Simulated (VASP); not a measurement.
Wanted: the native input for a VASP 6.6.1 run.

```yaml
Task: electric field gradients
Functional: PBEsol
Potentials_or_basis: VASP PAW PBE potentials, release 64 (Ta_pv)
Cutoff: 520 eV
k_mesh: 17 × 17 × 17
Occupations: fermi-dirac, width 0.08 eV
Spin: no spin polarisation
Dipole_correction: no
Further_INCAR_settings: ALGO = Normal; EDIFF = 1e-08; NBANDS = 12
```

The structure of Ta lies in POSCAR:

```
Ta
1.0
   -1.6677928000      1.6512800000      1.6512800000
    1.6512800000     -1.6677928000      1.6512800000
    1.6512800000      1.6512800000     -1.6677928000
Ta
1
Direct
    0.0000000000      0.0000000000      0.0000000000
```

This cell differs from its parent crystal: equal xy, yz and zx shear strains of -1 %.

One way to write it, as run:

INCAR

```
SYSTEM = Ta
ALGO     = Normal         ! electronic algorithm
EDIFF    = 1E-8           ! SCF threshold, eV
ENCUT    = 520            ! plane-wave cutoff, eV
GGA      = PS             ! functional
ISIF     = 2              ! what is computed and relaxed
ISMEAR   = -1             ! smearing method
LASPH    = .TRUE.         ! aspherical terms in the spheres
LCHARG   = .FALSE.        ! write CHGCAR
LEFG     = .TRUE.       
LREAL    = .FALSE.        ! projectors in reciprocal space
LWAVE    = .FALSE.        ! write WAVECAR
NBANDS   = 12             ! bands
NELM     = 60             ! most SCF steps
PREC     = Accurate       ! precision mode
SIGMA    = 0.08           ! smearing width, eV
```

KPOINTS

```
k-points
0
G
  17 17 17
  0 0 0
```

Potentials or basis: VASP PAW PBE potentials, release 64 (Ta_pv).

The run is started by

```sh
$ cat potpaw_PBE.64/Ta_pv/POTCAR > POTCAR
$ mpirun -np 1 vasp_std > vasp.out
```

It gave:

```yaml
Pressure: -3.6 GPa
Band_gap_on_the_k_mesh: zero (an odd number of electrons rules out a gap without spin polarisation)
Largest_electric_field_gradient_by_atom: Ta +14.6 V/Å²
```

Caveat: the cell differs from its parent crystal (equal xy, yz and zx shear strains of -1 %); the cell stands under tension; without QUAD_EFG the Cq values of the log hold for a quadrupole moment of 1 mb, not for the nuclei; the PAW data sets were made with another functional, which shifts forces and pressure a little; spin-orbit coupling is left out, which moves the levels of the heavy elements.

Run time: 95 s on 1 thread of Intel(R) Xeon(R) Platinum 8259CL CPU @ 2.50GHz (Skylake/Cascade Lake), on a shared host, peak memory 0.22 GiB.
